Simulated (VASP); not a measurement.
# Ir (I4/mmm) in VASP: further runs

Ir is run at these levels: PBE; tasks: single point.

Everything below comes from runs of VASP 6.6.1. Logs are shortened: lines on timing, memory, paths and dates and some standing lists are left out, and cuts for length are marked.

## Step 1: The cell of the first run

It takes space group I4/mmm (No. 139, tetragonal). Conventional cell: a = 2.752 Å, b = 2.752 Å, c = 3.736 Å, α = 90.00°, β = 90.00°, γ = 90.00°. Within 3.6 Å of Ir (site symmetry 4/mmm) lie 12 Ir at 2.70 to 2.75 Å.

## Step 2: Single point, PBE

The input, INCAR:

```
SYSTEM = Ir
PREC = Accurate
ENCUT = 520
EDIFF = 1E-6
ISMEAR = 0
SIGMA = 0.15
LREAL = .False.
LASPH = .True.
NELM = 80
ALGO = Fast
ISIF = 2
LWAVE = .False.
LCHARG = .True.
GGA = PE
LELF = .True.
LVHAR = .True.
NBANDS = 10
```

The input, KPOINTS:

```
regular mesh
0
Gamma
  24 24 24
  0 0 0
```

The input, POSCAR:

```
Ir
1.0
    0.0000000000      1.9460005285      1.8681605073
    1.9460005285      0.0000000000      1.8681605073
    1.9460005285      1.9460005285      0.0000000000
Ir
1
Direct
    0.0000000000      0.0000000000      0.0000000000
```

Potentials or basis: VASP PAW PBE potentials, release 64 (Ir).

Started as:

```sh
> cat potpaw_PBE.64/Ir/POTCAR > POTCAR
> mpirun -np 1 vasp_std > vasp.out
```

OUTCAR:

```text
SYSTEM = Ir
   PREC = Accurate
   ENCUT = 520
   EDIFF = 1E-6
   ISMEAR = 0
   LREAL = .False.
   LASPH = .True.
   NELM = 80
   ISIF = 2
   GGA = PE

 ion  position               nearest neighbor table
   1  0.000  0.000  0.000-

  LATTYP: Found a body centered tetragonal cell.
 ALAT       =     2.7520603398
 C/A-ratio  =     1.3576450198

  Lattice vectors:

 A1 = (   0.0000000000,  -1.9460005285,  -1.8681605073)
 A2 = (   0.0000000000,   1.9460005285,  -1.8681605073)
 A3 = (   1.9460005285,   0.0000000000,   1.8681605073)

Analysis of symmetry for initial positions (statically):
=====================================================================
 Subroutine PRICEL returns:
 Original cell was already a primitive cell.

 Routine SETGRP: Setting up the symmetry group for a
 body centered tetragonal supercell.

 Subroutine GETGRP returns: Found 16 space group operations
 (whereof 16 operations were pure point group operations)
 out of a pool of 16 trial point group operations.

The static configuration has the point symmetry D_4h.

Analysis of symmetry for dynamics (positions and initial velocities):
=====================================================================
 Subroutine PRICEL returns:
 Original cell was already a primitive cell.

 Routine SETGRP: Setting up the symmetry group for a
 body centered tetragonal supercell.

 Subroutine GETGRP returns: Found 16 space group operations
 (whereof 16 operations were pure point group operations)
 out of a pool of 16 trial point group operations.

The dynamic configuration has the point symmetry D_4h.

 Subroutine INISYM returns: Found 16 space group operations
 (whereof 16 operations are pure point group operations),
 and found     1 'primitive' translations

----------------------------------------------------------------------------------------

                                     Primitive cell

  volume of cell :      14.1491

  direct lattice vectors                    reciprocal lattice vectors
     0.000000000  1.946000528  1.868160507    -0.256937238  0.256937238  0.267642956
     1.946000528  0.000000000  1.868160507     0.256937238 -0.256937238  0.267642956
     1.946000528  1.946000528  0.000000000     0.256937238  0.256937238 -0.267642956

  length of vectors
     2.697580719  2.697580719  2.752060340     0.451293962  0.451293962  0.451293962

[... 77 lines left out ...]
   NELM   =     80;   NELMIN=  2; NELMDL= -5     # of ELM steps
   EDIFF  = 0.1E-05   stopping-criterion for ELM
   LREAL  =      F    real-space projection
   EDIFFG = 0.1E-04   stopping-criterion for IOM
   NSW    =      0    number of steps for IOM
   IBRION =     -1    ionic relax: 0-MD 1-quasi-New 2-CG
   NFREE  =      0    steps in history (QN), initial steepest desc. (CG)
   ISIF   =      2    stress and relaxation
   ISYM   =      2    0-nonsym 1-usesym 2-fastsym
   POTIM  = 0.5000    time-step for ionic-motion
   TEBEG  =    0.0;   TEEND  =   0.0 temperature during run
   PSTRESS=    0.0 pullay stress
   NELECT =       9.0000    total number of electrons
   NUPDOWN=      -1.0000    fix difference up-down
   EMIN   =  10.00;   EMAX   =-10.00  energy-range for DOS
   EFERMI =   0.00;   METHOD = LEGACY
   ISMEAR =     0;   SIGMA  =   0.15  broadening in eV -4-tet -1-fermi 0-gaus
   EFERMI_NEDOS =   21; number of points for ismear=-14 and -15
   IALGO  =     68    algorithm
   IMIX   =      4    mixing-type and parameters
     AMIX     =   0.40;   BMIX     =  1.00
     AMIX_MAG =   1.60;   BMIX_MAG =  1.00
  volume/ion in A,a.u.               =      14.15        95.48
  Fermi-wavevector in a.u.,A,eV,Ry     =   1.407923  2.660589 26.970118  1.982248
  Thomas-Fermi vector in A             =   2.530133
   LORBIT       =      0    0 simple, 1 ext, 2 COOP (PROOUT), +10 PAW based schemes
   GGA     = PE    functional components
   LHFCALC =     F    Hartree Fock is set to
   AEXX    =    0.0000 exact exchange contribution
   IVDW    =     0    specifies the selected vdW correction
   LEPSILON=     F    determine dielectric tensor
   LRPA    =     F    only Hartree local field effects (RPA)
 non-spin polarized calculation
 RMM-DIIS sequential band-by-band and
 Gauss-broadening in eV      SIGMA  =   0.15
  energy-cutoff  :      520.00
  volume of cell :       14.15
 maximum number of plane-waves:       393
   NGX =  9   NGY =  9   NGZ = 11

 number of electron       9.0000001 magnetization

 Free energy of the ion-electron system (eV)
  ---------------------------------------------------
  ext. energy  EPLUGINS =         0.00000000
  ---------------------------------------------------
  free energy    TOTEN  =        -8.82541378 eV

  energy without entropy =       -8.81467733  energy(sigma->0) =       -8.82004556

 E-fermi :  10.4000     XC(G=0): -13.9866

 val. band max:       10.3977832749   @ k =  -0.2500   0.2083   0.1250
 cond. band min:      10.4021074764   @ k =   0.4583   0.0833   0.2500
 fundamental gap:      0.0043242015
 Fermi energy:        10.4000381837

 k-point     1 :       0.0000    0.0000    0.0000
  band No.  band energies     occupation
      1      -0.7135      2.00000
      2       6.3619      2.00000
      3       6.3619      2.00000
      4       6.8760      2.00000
      5       8.8539      2.00000
      6       9.5389      2.00000
      7      24.7594      0.00000
      8      29.8817      0.00000
      9      29.8817      0.00000
     10      31.2281      0.00000
[... 287 lines left out ...]
 k-point    24 :       0.4583    0.0417    0.0000
  band No.  band energies     occupation
      1       2.3802      2.00000
      2       6.2410      2.00000
      3       6.6808      2.00000
      4       8.8152      2.00000
      5      11.2883      0.00000
      6      11.3938      0.00000
      7      18.3001      0.00000
      8      24.5643      0.00000
      9      29.9010      0.00000
     10      30.9638      0.00000

 [... further k-points ...]
[... 5 lines left out ...]
  --------------------------------------------------------------------------------------
  -------------------------------------------------------------------------------------
  Total        0.4356514      0.4356514      1.7670319      0.0000000      0.0000000     -0.0000000
  in kB       49.3309698     49.3309698    200.0897703      0.0000000      0.0000000     -0.0000000
  external PRESSURE =      99.5839033 kB  Pullay stress =       0.0000000 kB

 VOLUME and BASIS-vectors are now :
 -----------------------------------------------------------------------------
  energy-cutoff  :      520.00
  volume of cell :       14.15
      direct lattice vectors                 reciprocal lattice vectors
     0.000000000  1.946000528  1.868160507    -0.256937238  0.256937238  0.267642956
     1.946000528  0.000000000  1.868160507     0.256937238 -0.256937238  0.267642956
     1.946000528  1.946000528  0.000000000     0.256937238  0.256937238 -0.267642956

 POSITION                                       TOTAL-FORCE (eV/Angst)
 -----------------------------------------------------------------------------------
      0.00000      0.00000      0.00000        -0.000000      0.000000     -0.000000
 -----------------------------------------------------------------------------------
    total drift:                               -0.000000      0.000000      0.000000

  FREE ENERGIE OF THE ION-ELECTRON SYSTEM (eV)
  ---------------------------------------------------
  free  energy   TOTEN  =        -8.8254137826 eV

  energy  without entropy=       -8.8146773335  energy(sigma->0) =       -8.82004556
```

OSZICAR:

```text
N       E                     dE             d eps       ncg     rms          rms(c)
DAV:   1     0.490169927839E+02    0.49017E+02   -0.43689E+03 21372   0.819E+02
DAV:   2    -0.845834100062E+01   -0.57475E+02   -0.54632E+02 21768   0.198E+02
DAV:   3    -0.936833392689E+01   -0.90999E+00   -0.90605E+00 24868   0.303E+01
DAV:   4    -0.937645836919E+01   -0.81244E-02   -0.81230E-02 23968   0.267E+00
DAV:   5    -0.937661695717E+01   -0.15859E-03   -0.15858E-03 24388   0.357E-01    0.153E+01
RMM:   6    -0.891552589009E+01    0.46109E+00   -0.37571E-01 22082   0.768E+00    0.617E+00
RMM:   7    -0.882961151134E+01    0.85914E-01   -0.16851E-01 22720   0.385E+00    0.154E+00
RMM:   8    -0.882904647855E+01    0.56503E-03   -0.18649E-02 26139   0.165E+00    0.126E+00
RMM:   9    -0.882701132348E+01    0.20352E-02   -0.37118E-03 27062   0.514E-01    0.543E-01
RMM:  10    -0.882535759204E+01    0.16537E-02   -0.31905E-03 22623   0.818E-01    0.183E-01
RMM:  11    -0.882542294066E+01   -0.65349E-04   -0.23290E-04 26305   0.145E-01    0.152E-01
RMM:  12    -0.882543495324E+01   -0.12013E-04   -0.55890E-05 27224   0.546E-02    0.172E-01
RMM:  13    -0.882541256709E+01    0.22386E-04   -0.62719E-05 23633   0.868E-02    0.264E-02
RMM:  14    -0.882541432123E+01   -0.17541E-05   -0.13456E-05 24446   0.327E-02    0.798E-03
RMM:  15    -0.882541378259E+01    0.53864E-06   -0.17479E-06 20055   0.128E-02
   1 F= -.88254138E+01 E0= -.88200456E+01  d E =-.107364E-01
```

Run time: 2.2 min. Hardware: 1 thread of Intel Xeon Platinum 8488C (Sapphire Rapids), shared host; peak memory 0.27 GiB.

Results:

| Quantity | Value |
| --- | --- |
| Free energy | -8.8254 eV |
| Pressure | 10.0 GPa |

Levels at points of the mesh, in eV from the Fermi level:
```tsv
k point	band 2	band 3	band 4	band 5	band 6	band 7
(0.00, 0.00, 0.00)	-4.04	-4.04	-3.52	-1.55	-0.86	14.36
(0.50, 0.00, 0.00)	-4.27	-3.69	-0.75	0.74	1.06	7.29
(0.50, 0.00, 0.50)	-7.30	0.86	1.21	1.42	1.71	10.16
```

Caveat: spin-orbit coupling is left out, which moves the levels of the heavy elements.

## Step 3: Single point, PBE

The input, INCAR:

```
ALGO = Fast ; EDIFF = 1E-6
ENCUT = 520 ; GGA = PE
ISIF = 2 ; ISMEAR = 0
LASPH = T ; LCHARG = F
LREAL = F ; LWAVE = F
NBANDS = 10 ; NELM = 60
PREC = Accurate ; SIGMA = 0.15
```

The input, KPOINTS:

```
k-points
0
Gamma
  24 24 24
```

The input, POSCAR:

```
Ir
1.0
    0.0000000000      1.8887316814      1.9831682655
    1.8887316814      0.0000000000      1.9831682655
    1.8887316814      1.8887316814      0.0000000000
Ir
1
Direct
    0.0000000000      0.0000000000      0.0000000000
```

Potentials or basis: VASP PAW PBE potentials, release 64 (Ir).

Started as:

```sh
> cat potpaw_PBE.64/Ir/POTCAR > POTCAR
> mpirun -np 1 vasp_std > vasp.out
```

It took 2.2 min on 1 thread of Intel Xeon Platinum 8488C (Sapphire Rapids), shared host; peak memory 0.27 GiB.

The run converged. Its results:

```
Free energy : -8.8166 eV
Pressure    : 10.2 GPa
```

Stress tensor (GPa, compression positive):
```
16.54  0.00  0.00
 0.00 16.54  0.00
 0.00  0.00 -2.56
```

Levels at points of the mesh, in eV from the Fermi level:
| k point | band 1 | band 2 | band 3 | band 4 | band 5 | band 6 | band 7 | band 8 | band 9 |
| --- | --- | --- | --- | --- | --- | --- | --- | --- | --- |
| (0.00, 0.00, 0.00) | -11.11 | -4.30 | -3.64 | -3.64 | -1.64 | -0.77 | 14.37 | 18.93 | 20.44 |
| (0.50, 0.00, 0.00) | -8.09 | -4.31 | -3.64 | -0.75 | 0.74 | 1.06 | 7.30 | 13.82 | 19.46 |
| (0.50, 0.50, 0.00) | -7.95 | -7.31 | 0.94 | 1.04 | 1.44 | 1.44 | 9.64 | 12.32 | 12.32 |
| (0.50, 0.00, 0.50) | -7.89 | -7.33 | 0.81 | 1.16 | 1.83 | 2.06 | 10.99 | 11.17 | 11.71 |

Caveat: spin-orbit coupling is left out, which moves the levels of the heavy elements.
